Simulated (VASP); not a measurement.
# Zr (P6_3/mmc) in VASP: a series of runs

Runs on Zr. Level: PBEsol. Tasks: single point.

All numbers are computed with VASP 6.6.1; they aren't measurements. Logs are shortened: lines on timing, memory, paths and dates and some standing lists are left out, and cuts for length are marked.

## 1. The cell of the first run

Symmetry: P6_3/mmc, No. 194, hexagonal system. The conventional cell has a = 3.232 Å, b = 3.232 Å, c = 5.096 Å, α = 90.00°, β = 90.00°, γ = 120.00°. Zr (site symmetry -6m2) has 12 Zr at 3.16 to 3.23 Å within 4.2 Å.

## 2. Single point, PBEsol (zz strain of -1 %)

Contents of INCAR:

```
ALGO = Normal
EDIFF = 1E-7
ENCUT = 520
GGA = PS
ISIF = 2
ISMEAR = -1
LASPH = T
LCHARG = F
LREAL = F
LWAVE = F
NBANDS = 19
NELM = 80
PREC = Accurate
SIGMA = 0.08
```

Contents of KPOINTS:

```
k-points
0
Gamma
  13 13 7
```

Contents of POSCAR:

```
Zr
1.0
    3.2319982225      0.0000000000      0.0000000000
   -1.6159991112      2.7989925656      0.0000000000
    0.0000000000      0.0000000000      5.0955300000
Zr
2
Direct
    0.3333333333      0.6666666667      0.2500000000
    0.6666666667      0.3333333333      0.7500000000
```

Potentials or basis: VASP PAW PBE potentials, release 64 (Zr_sv).

Command:

```console
$ cat potpaw_PBE.64/Zr_sv/POTCAR > POTCAR
$ mpirun -np 1 vasp_std > vasp.out
```

OUTCAR:

```text
EDIFF = 1E-7
   ENCUT = 520
   GGA = PS
   ISIF = 2
   ISMEAR = -1
   LASPH = T
   LREAL = F
   NELM = 80
   PREC = Accurate

 ion  position               nearest neighbor table
   1  0.333  0.667  0.250-   2 3.16   2 3.16   2 3.16   2 3.16   2 3.16   2 3.16
   2  0.667  0.333  0.750-   1 3.16   1 3.16   1 3.16   1 3.16   1 3.16   1 3.16

  LATTYP: Found a hexagonal cell.
 ALAT       =     3.2319982225
 C/A-ratio  =     1.5765881195

  Lattice vectors:

 A1 = (   3.2319982225,   0.0000000000,   0.0000000000)
 A2 = (  -1.6159991112,   2.7989925656,   0.0000000000)
 A3 = (   0.0000000000,   0.0000000000,   5.0955300000)

Analysis of symmetry for initial positions (statically):
=====================================================================
 Subroutine PRICEL returns:
 Original cell was already a primitive cell.

 Routine SETGRP: Setting up the symmetry group for a
 hexagonal supercell.

 Subroutine GETGRP returns: Found 24 space group operations
 (whereof 12 operations were pure point group operations)
 out of a pool of 24 trial point group operations.

The static configuration has the point symmetry D_3d.
 The point group associated with its full space group is D_6h.

Analysis of symmetry for dynamics (positions and initial velocities):
=====================================================================
 Subroutine PRICEL returns:
 Original cell was already a primitive cell.

 Routine SETGRP: Setting up the symmetry group for a
 hexagonal supercell.

 Subroutine GETGRP returns: Found 24 space group operations
 (whereof 12 operations were pure point group operations)
 out of a pool of 24 trial point group operations.

The dynamic configuration has the point symmetry D_3d.
 The point group associated with its full space group is D_6h.

 Subroutine INISYM returns: Found 24 space group operations
 (whereof 12 operations are pure point group operations),
 and found     1 'primitive' translations

----------------------------------------------------------------------------------------

                                     Primitive cell

  volume of cell :      46.0959

  direct lattice vectors                    reciprocal lattice vectors
     3.231998223  0.000000000  0.000000000     0.309406111  0.178635701  0.000000000
    -1.615999111  2.798992566  0.000000000     0.000000000  0.357271403  0.000000000
     0.000000000  0.000000000  5.095530000     0.000000000  0.000000000  0.196250439

  length of vectors
     3.231998223  3.231998222  5.095530000     0.357271403  0.357271403  0.196250439

  position of ions in fractional coordinates (direct lattice)
     0.333333333  0.666666667  0.250000000
     0.666666667  0.333333333  0.750000000

  ion indices of the primitive-cell ions
   primitive index   ion index
                 1           1
                 2           2

----------------------------------------------------------------------------------------

 KPOINTS: k-points

Automatic generation of k-mesh.
 Grid dimensions read from file:
 generate k-points for:   13   13    7

 Generating k-lattice:

  Cartesian coordinates                     Fractional coordinates (reciprocal lattice)
     0.023800470  0.013741208  0.000000000     0.076923077  0.000000000  0.000000000
     0.000000000  0.027482416  0.000000000     0.000000000  0.076923077  0.000000000
     0.000000000  0.000000000  0.028035777     0.000000000  0.000000000  0.142857143

  Length of vectors
     0.027482416  0.027482416  0.028035777

  Shift w.r.t. Gamma in fractional coordinates (k-lattice)
     0.000000000  0.000000000  0.000000000

 Subroutine IBZKPT returns following result:
 ===========================================

 Found     84 irreducible k-points:

 Following reciprocal coordinates:
            Coordinates               Weight
  0.000000  0.000000  0.000000      1.000000
  0.076923  0.000000  0.000000      6.000000
  0.153846  0.000000  0.000000      6.000000
  0.230769  0.000000  0.000000      6.000000
  0.307692  0.000000  0.000000      6.000000
  0.384615  0.000000  0.000000      6.000000
[... 16 lines left out ...]
  0.076923  0.000000  0.142857     12.000000
  0.153846  0.000000  0.142857     12.000000
 [... further k-points ...]
   k-points           NKPTS =     84   k-points in BZ     NKDIM =     84   number of bands    NBANDS=     19
   number of dos      NEDOS =    301   number of ions     NIONS =      2
   total plane-waves  NPLWV =  23040
   dimension x,y,z NGX =    24 NGY =   24 NGZ =   40
   dimension x,y,z NGXF=    48 NGYF=   48 NGZF=   80
   ions per type =               2
   NGX,Y,Z   is equivalent  to a cutoff of  12.35, 12.35, 13.05 a.u.
   NGXF,Y,Z  is equivalent  to a cutoff of  24.69, 24.69, 26.10 a.u.
 SYSTEM =  unknown system
   PREC   = accura    normal or accurate (medium, high low for compatibility)
   ISTART =      0    job   : 0-new  1-cont  2-samecut
   ICHARG =      2    charge: 1-file 2-atom 10-const
   ISPIN  =      1    spin polarized calculation?
   LNONCOLLINEAR =      F non collinear calculations
   LSORBIT =      F    spin-orbit coupling
   LASPH  =      T    aspherical Exc in radial PAW
   ENCUT  =  520.0 eV  38.22 Ry    6.18 a.u.   6.01  6.01  9.47*2*pi/ulx,y,z
   NELM   =     80;   NELMIN=  2; NELMDL= -5     # of ELM steps
   EDIFF  = 0.1E-06   stopping-criterion for ELM
   LREAL  =      F    real-space projection
   EDIFFG = 0.1E-05   stopping-criterion for IOM
   NSW    =      0    number of steps for IOM
   IBRION =     -1    ionic relax: 0-MD 1-quasi-New 2-CG
   NFREE  =      0    steps in history (QN), initial steepest desc. (CG)
   ISIF   =      2    stress and relaxation
   ISYM   =      2    0-nonsym 1-usesym 2-fastsym
   POTIM  = 0.5000    time-step for ionic-motion
   TEBEG  =    0.0;   TEEND  =   0.0 temperature during run
   PSTRESS=    0.0 pullay stress
   NELECT =      24.0000    total number of electrons
   NUPDOWN=      -1.0000    fix difference up-down
   EMIN   =  10.00;   EMAX   =-10.00  energy-range for DOS
   EFERMI =   0.00;   METHOD = LEGACY
   ISMEAR =    -1;   SIGMA  =   0.08  broadening in eV -4-tet -1-fermi 0-gaus
   EFERMI_NEDOS =   21; number of points for ismear=-14 and -15
   IALGO  =     38    algorithm
   IMIX   =      4    mixing-type and parameters
     AMIX     =   0.40;   BMIX     =  1.00
     AMIX_MAG =   1.60;   BMIX_MAG =  1.00
  volume/ion in A,a.u.               =      23.05       155.54
  Fermi-wavevector in a.u.,A,eV,Ry     =   1.317016  2.488800 23.599742  1.734532
  Thomas-Fermi vector in A             =   2.447087
   LORBIT       =      0    0 simple, 1 ext, 2 COOP (PROOUT), +10 PAW based schemes
   GGA     = PS    functional components
   LHFCALC =     F    Hartree Fock is set to
   AEXX    =    0.0000 exact exchange contribution
   IVDW    =     0    specifies the selected vdW correction
   LEPSILON=     F    determine dielectric tensor
   LRPA    =     F    only Hartree local field effects (RPA)
 non-spin polarized calculation
  energy-cutoff  :      520.00
  volume of cell :       46.10
 maximum number of plane-waves:      1259
   NGX = 13   NGY = 13   NGZ = 19

 number of electron      24.0000000 magnetization

 Free energy of the ion-electron system (eV)
  ---------------------------------------------------
  ext. energy  EPLUGINS =         0.00000000
  ---------------------------------------------------
  free energy    TOTEN  =       -18.17276415 eV

  energy without entropy =      -18.12771376  energy(sigma->0) =      -18.15023896

 E-fermi :   8.9718     XC(G=0): -11.2479

 val. band max:        8.9590508225   @ k =   0.3846   0.2308   0.2857
 cond. band min:       8.9841039798   @ k =   0.0769   0.0000   0.2857
 fundamental gap:      0.0250531572
 Fermi energy:         8.9717524798

 k-point     1 :       0.0000    0.0000    0.0000
  band No.  band energies     occupation
      1     -39.7406      2.00000
      2     -39.5715      2.00000
      3     -18.3225      2.00000
      4     -17.4191      2.00000
      5     -17.4191      2.00000
      6     -17.2636      2.00000
[... 11 lines left out ...]
     18      11.0532      0.00000
     19      13.4571      0.00000

 k-point     2 :       0.0769    0.0000    0.0000
  band No.  band energies     occupation
      1     -39.7336      2.00000
      2     -39.5688      2.00000
      3     -18.3036      2.00000
      4     -17.4596      2.00000
      5     -17.4327      2.00000
      6     -17.3059      2.00000
[... 11 lines left out ...]
     18      10.9071      0.00000
     19      13.5702      0.00000

 k-point     3 :       0.1538    0.0000    0.0000
  band No.  band energies     occupation
      1     -39.7140      2.00000
      2     -39.5618      2.00000
      3     -18.2491      2.00000
      4     -17.5718      2.00000
      5     -17.4692      2.00000
      6     -17.4202      2.00000
[... 11 lines left out ...]
     18      11.1120      0.00000
     19      13.8162      0.00000

 k-point     4 :       0.2308    0.0000    0.0000
  band No.  band energies     occupation
      1     -39.6851      2.00000
      2     -39.5528      2.00000
      3     -18.1652      2.00000
      4     -17.7299      2.00000
      5     -17.5748      2.00000
      6     -17.5184      2.00000
[... 11 lines left out ...]
     18      11.7755      0.00000
     19      14.0600      0.00000

 k-point     5 :       0.3077    0.0000    0.0000
  band No.  band energies     occupation
      1     -39.6521      2.00000
      2     -39.5454      2.00000
      3     -18.0626      2.00000
      4     -17.8972      2.00000
      5     -17.7317      2.00000
      6     -17.5684      2.00000
[... 11 lines left out ...]
     18      12.6067      0.00000
     19      14.2393      0.00000
[... 334 lines left out ...]
      2     -39.5532      2.00000
      3     -17.9989      2.00000
      4     -17.8514      2.00000
      5     -17.7979      2.00000
      6     -17.7365      2.00000
[... 11 lines left out ...]
     18      13.8596      0.00000
     19      15.4122      0.00000

 k-point    22 :       0.0000    0.0000    0.1429
  band No.  band energies     occupation
      1     -39.7324      2.00000
      2     -39.5800      2.00000
      3     -18.2729      2.00000
      4     -17.4114      2.00000
      5     -17.4114      2.00000
      6     -17.3074      2.00000
[... 11 lines left out ...]
     18      11.3314      0.00000
     19      13.5171      0.00000

 k-point    23 :       0.0769    0.0000    0.1429
  band No.  band energies     occupation
      1     -39.7256      2.00000
      2     -39.5771      2.00000
      3     -18.2564      2.00000
      4     -17.4507      2.00000
      5     -17.4247      2.00000
      6     -17.3491      2.00000
[... 11 lines left out ...]
     18      11.2624      0.00000
     19      13.6088      0.00000

 k-point    24 :       0.1538    0.0000    0.1429
  band No.  band energies     occupation
      1     -39.7065      2.00000
      2     -39.5694      2.00000
      3     -18.2100      2.00000
      4     -17.5592      2.00000
      5     -17.4615      2.00000
      6     -17.4602      2.00000
[... 11 lines left out ...]
     18      11.3063      0.00000
     19      13.8035      0.00000

 [... further k-points ...]

------------------------ aborting loop because EDIFF is reached ----------------------------------------

  FORCE on cell =-STRESS in cart. coord.  units (eV):
  Direction    XX          YY          ZZ          XY          YZ          ZX
  --------------------------------------------------------------------------------------
  -------------------------------------------------------------------------------------
  Total       -0.8061800     -0.8061800     -0.3401234     -0.0000000      0.0000000      0.0000000
  in kB      -28.0207911    -28.0207911    -11.8218343     -0.0000000      0.0000000      0.0000000
  external PRESSURE =     -22.6211388 kB  Pullay stress =       0.0000000 kB

 VOLUME and BASIS-vectors are now :
 -----------------------------------------------------------------------------
  energy-cutoff  :      520.00
  volume of cell :       46.10
      direct lattice vectors                 reciprocal lattice vectors
     3.231998223  0.000000000  0.000000000     0.309406111  0.178635701  0.000000000
    -1.615999111  2.798992566  0.000000000     0.000000000  0.357271403  0.000000000
     0.000000000  0.000000000  5.095530000     0.000000000  0.000000000  0.196250439

 POSITION                                       TOTAL-FORCE (eV/Angst)
 -----------------------------------------------------------------------------------
     -0.00000      1.86600      1.27388        -0.000000      0.000000      0.000000
      1.61600      0.93300      3.82165         0.000000     -0.000000      0.000000
 -----------------------------------------------------------------------------------
    total drift:                               -0.000000      0.000000     -0.000000

  FREE ENERGIE OF THE ION-ELECTRON SYSTEM (eV)
  ---------------------------------------------------
  free  energy   TOTEN  =       -18.1727641508 eV

  energy  without entropy=      -18.1277137648  energy(sigma->0) =      -18.15023896
```

Wall time 80 s (1 thread of Intel Xeon 8259CL, shared host); peak memory 0.2 GiB.

Results:

* Free energy: -18.1728 eV
* Pressure: -2.3 GPa
* Band gap on the k mesh: zero (bands 12 and 13 overlap by 1.17 eV)

Caveat: the cell differs from its parent crystal (zz strain of -1 %); the PAW data sets were made with another functional, which shifts forces and pressure a little.

## 3. Single point, PBEsol (23.05 Å³/atom)

Contents of INCAR:

```
PREC = Accurate
ENCUT = 520
EDIFF = 1E-6
ISMEAR = -1
SIGMA = 0.08
LREAL = False
LASPH = True
NELM = 100
ALGO = Normal
ISIF = 2
LWAVE = False
LCHARG = True
GGA = PS
LELF = True
LVHAR = True
NBANDS = 19
```

Contents of KPOINTS:

```
regular mesh
0
Gamma
  13 13 7
```

Contents of POSCAR:

```
Zr
1.0
    3.2211887832      0.0000000000      0.0000000000
   -1.6105943915      2.7896313165      0.0000000000
    0.0000000000      0.0000000000      5.1297858246
Zr
2
Direct
    0.3333333333      0.6666666667      0.2500000000
    0.6666666667      0.3333333333      0.7500000000
```

Potentials or basis: VASP PAW PBE potentials, release 64 (Zr_sv).

Command:

```console
$ cat potpaw_PBE.64/Zr_sv/POTCAR > POTCAR
$ mpirun -np 1 vasp_std > vasp.out
```

OUTCAR:

```text
PREC = Accurate
   ENCUT = 520
   EDIFF = 1E-6
   ISMEAR = -1
   LREAL = False
   LASPH = True
   NELM = 100
   ISIF = 2
   GGA = PS

 ion  position               nearest neighbor table
   1  0.333  0.667  0.250-   2 3.17   2 3.17   2 3.17   2 3.17   2 3.17   2 3.17
   2  0.667  0.333  0.750-   1 3.17   1 3.17   1 3.17   1 3.17   1 3.17   1 3.17

  LATTYP: Found a hexagonal cell.
 ALAT       =     3.2211887832
 C/A-ratio  =     1.5925132520

  Lattice vectors:

 A1 = (   3.2211887832,   0.0000000000,   0.0000000000)
 A2 = (  -1.6105943915,   2.7896313165,   0.0000000000)
 A3 = (   0.0000000000,   0.0000000000,   5.1297858246)

Analysis of symmetry for initial positions (statically):
=====================================================================
 Subroutine PRICEL returns:
 Original cell was already a primitive cell.

 Routine SETGRP: Setting up the symmetry group for a
 hexagonal supercell.

 Subroutine GETGRP returns: Found 24 space group operations
 (whereof 12 operations were pure point group operations)
 out of a pool of 24 trial point group operations.

The static configuration has the point symmetry D_3d.
 The point group associated with its full space group is D_6h.

Analysis of symmetry for dynamics (positions and initial velocities):
=====================================================================
 Subroutine PRICEL returns:
 Original cell was already a primitive cell.

 Routine SETGRP: Setting up the symmetry group for a
 hexagonal supercell.

 Subroutine GETGRP returns: Found 24 space group operations
 (whereof 12 operations were pure point group operations)
 out of a pool of 24 trial point group operations.

The dynamic configuration has the point symmetry D_3d.
 The point group associated with its full space group is D_6h.

 Subroutine INISYM returns: Found 24 space group operations
 (whereof 12 operations are pure point group operations),
 and found     1 'primitive' translations

[... 110 lines left out ...]
   EFERMI_NEDOS =   21; number of points for ismear=-14 and -15
   IALGO  =     38    algorithm
   IMIX   =      4    mixing-type and parameters
     AMIX     =   0.40;   BMIX     =  1.00
     AMIX_MAG =   1.60;   BMIX_MAG =  1.00
  volume/ion in A,a.u.               =      23.05       155.54
  Fermi-wavevector in a.u.,A,eV,Ry     =   1.317016  2.488800 23.599742  1.734532
  Thomas-Fermi vector in A             =   2.447087
   LORBIT       =      0    0 simple, 1 ext, 2 COOP (PROOUT), +10 PAW based schemes
   GGA     = PS    functional components
   LHFCALC =     F    Hartree Fock is set to
   AEXX    =    0.0000 exact exchange contribution
   IVDW    =     0    specifies the selected vdW correction
   LEPSILON=     F    determine dielectric tensor
   LRPA    =     F    only Hartree local field effects (RPA)
 non-spin polarized calculation
  energy-cutoff  :      520.00
  volume of cell :       46.10
 maximum number of plane-waves:      1263
 NGX is ok and might be reduce to    24
   NGX = 11   NGY = 11   NGZ = 19

 number of electron      24.0000000 magnetization

 Free energy of the ion-electron system (eV)
  ---------------------------------------------------
  ext. energy  EPLUGINS =         0.00000000
  ---------------------------------------------------
  free energy    TOTEN  =       -18.17502218 eV

  energy without entropy =      -18.12985185  energy(sigma->0) =      -18.15243701

 E-fermi :   8.9671     XC(G=0): -11.2481

 val. band max:        8.9553198436   @ k =   0.0769   0.0000   0.2857
 cond. band min:       8.9759383726   @ k =   0.0769   0.0769   0.1429
 fundamental gap:      0.0206185290
 Fermi energy:         8.9670570554

 k-point     1 :       0.0000    0.0000    0.0000
  band No.  band energies     occupation
      1     -39.7370      2.00000
      2     -39.5741      2.00000
      3     -18.3082      2.00000
      4     -17.4044      2.00000
      5     -17.4044      2.00000
      6     -17.2568      2.00000
[... 505 lines left out ...]
      6     -17.4465      2.00000
[... 11 lines left out ...]
     18      11.2887      0.00000
     19      13.7978      0.00000

 [... further k-points ...]

------------------------ aborting loop because EDIFF is reached ----------------------------------------

  FORCE on cell =-STRESS in cart. coord.  units (eV):
  Direction    XX          YY          ZZ          XY          YZ          ZX
  --------------------------------------------------------------------------------------
  -------------------------------------------------------------------------------------
  Total       -0.7367037     -0.7367037     -0.5262941     -0.0000000      0.0000000      0.0000000
  in kB      -25.6059681    -25.6059681    -18.2926595     -0.0000000      0.0000000      0.0000000
  external PRESSURE =     -23.1681986 kB  Pullay stress =       0.0000000 kB

 VOLUME and BASIS-vectors are now :
 -----------------------------------------------------------------------------
  energy-cutoff  :      520.00
  volume of cell :       46.10
      direct lattice vectors                 reciprocal lattice vectors
     3.221188783  0.000000000  0.000000000     0.310444394  0.179235154  0.000000000
    -1.610594392  2.789631316  0.000000000     0.000000000  0.358470309  0.000000000
     0.000000000  0.000000000  5.129785825     0.000000000  0.000000000  0.194939913

 POSITION                                       TOTAL-FORCE (eV/Angst)
 -----------------------------------------------------------------------------------
     -0.00000      1.85975      1.28245         0.000000     -0.000000      0.000000
      1.61059      0.92988      3.84734        -0.000000      0.000000      0.000000
 -----------------------------------------------------------------------------------
    total drift:                                0.000000     -0.000000      0.000000

  FREE ENERGIE OF THE ION-ELECTRON SYSTEM (eV)
  ---------------------------------------------------
  free  energy   TOTEN  =       -18.1750221760 eV

  energy  without entropy=      -18.1298518495  energy(sigma->0) =      -18.15243701
```

Wall time 85 s (1 thread of Intel Xeon 8259CL, shared host); peak memory 0.2 GiB.

Results:

```yaml
Free_energy: -18.1750 eV
Pressure: -2.3 GPa
Band_gap_on_the_k_mesh: zero (bands 12 and 13 overlap by 1.10 eV)
```

Stress tensor (GPa, compression positive):
```
-2.56  0.00  0.00
 0.00 -2.56  0.00
 0.00  0.00 -1.83
```

Levels at points of the mesh, in eV from the Fermi level:
```tsv
k point	band 9	band 10	band 11	band 12	band 13	band 14	band 15	band 16
(0.00, 0.00, 0.00)	-5.68	-3.06	0.87	0.87	1.03	1.23	1.57	1.57
```

Caveat: the PAW data sets were made with another functional, which shifts forces and pressure a little.
